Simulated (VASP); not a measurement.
Write the native input for VASP 6.6.1 that does the following.

| Quantity | Value |
| --- | --- |
| Task | relaxation of cell and atoms |
| Functional | PBEsol |
| Potentials or basis | VASP PAW PBE potentials, release 64 (Gd, O) |
| Cutoff | 800 eV |
| k mesh | 9 × 9 × 9 |
| Occupations | fermi-dirac, width 0.05 eV |
| Spin | collinear spin, ferromagnetic start |
| Starting moments | [7.0, 0.0] μB |
| Target pressure | 30 GPa |
| Dipole correction | no |
| Second try | crashed |
| Further INCAR settings | ALGO = All; EDIFF = 1e-07; IBRION = 2; EDIFFG = -0.01; NSW = 60; ISIF = 3 |

The structure of GdO lies in POSCAR:

```
GdO
1.0
    0.0000000000      2.7000000000      2.7000000000
    2.7000000000      0.0000000000      2.7000000000
    2.7000000000      2.7000000000      0.0000000000
Gd O
1 1
Direct
    0.0000000000      0.0000000000      0.0000000000
    0.2500000000      0.2500000000      0.2500000000
```

These files were run (other wordings do the same):

INCAR

```
SYSTEM = GdO
PREC     = Accurate       ! precision mode
ENCUT    = 800            ! plane-wave cutoff, eV
EDIFF    = 1E-7           ! SCF threshold, eV
ISMEAR   = -1             ! smearing method
SIGMA    = 0.05           ! smearing width, eV
LREAL    = .False.        ! projectors in reciprocal space
LASPH    = .True.         ! aspherical terms in the spheres
NELM     = 300            ! most SCF steps
ALGO     = All            ! electronic algorithm
ISIF     = 3              ! what is computed and relaxed
LWAVE    = .False.        ! write WAVECAR
LCHARG   = .False.        ! write CHGCAR
ISPIN    = 2              ! spin polarisation
MAGMOM   = 7 0            ! initial moments
LORBIT   = 11             ! projections on sites
LMAXMIX  = 6              ! l up to which the mixer works
GGA      = PS             ! functional
IBRION   = 2              ! ionic algorithm
NSW      = 60             ! ionic steps
EDIFFG   = -0.01          ! ionic threshold
PSTRESS  = 300.0        
GGA_COMPAT= .False.      
NELMIN   = 4            
ISEARCH  = 1            
KPAR     = 4
```

KPOINTS

```
regular mesh
0
Gamma
  9 9 9
  0 0 0
```

Potentials or basis: VASP PAW PBE potentials, release 64 (Gd, O).

Command:

```bash
$ cat potpaw_PBE.64/Gd/POTCAR potpaw_PBE.64/O/POTCAR > POTCAR
$ mpirun -np 4 vasp_std > vasp.out
```

It gave:

```
Relaxed volume                                             : 15.44 Å³/atom
Relaxed cell                                               : a = 3.521 Å, b = 3.521 Å, c = 3.521 Å, α = 60.00°, β = 60.00°, γ = 60.00°
Space group after relaxing (to 0.1 Å)                      : F-43m (No. 216)
Energy change on relaxing (the run minimises the enthalpy) : +234.7 meV/atom
Ionic steps                                                : 5
Pressure after relaxing                                    : 30.0 GPa
Band gap on the k mesh                                     : zero (filled and empty bands overlap)
Net moment                                                 : -6.03 μB per cell
Site moments                                               : Gd -6.38; O +0.04 μB
Valence electrons inside the program's atomic spheres      : Gd 15.46; O 5.09
```

Caveat: the cell is relaxed towards a set pressure, so the run minimises the enthalpy, not the energy; the volume moved by over 15 % at a fixed basis, so the end points are rough; the PAW data sets were made with another functional, which shifts forces and pressure a little; spin-orbit coupling is left out, which moves the levels of the heavy elements; a cell with one magnetic atom can't hold antiferromagnetic order, which such compounds often take; semilocal functionals describe open f shells poorly, which spoils levels, moments and volumes.

Run time: 27 min on 4 MPI ranks on Intel(R) Xeon(R) Platinum 8488C (Sapphire Rapids), on a shared host, peak memory 0.43 GiB a rank.
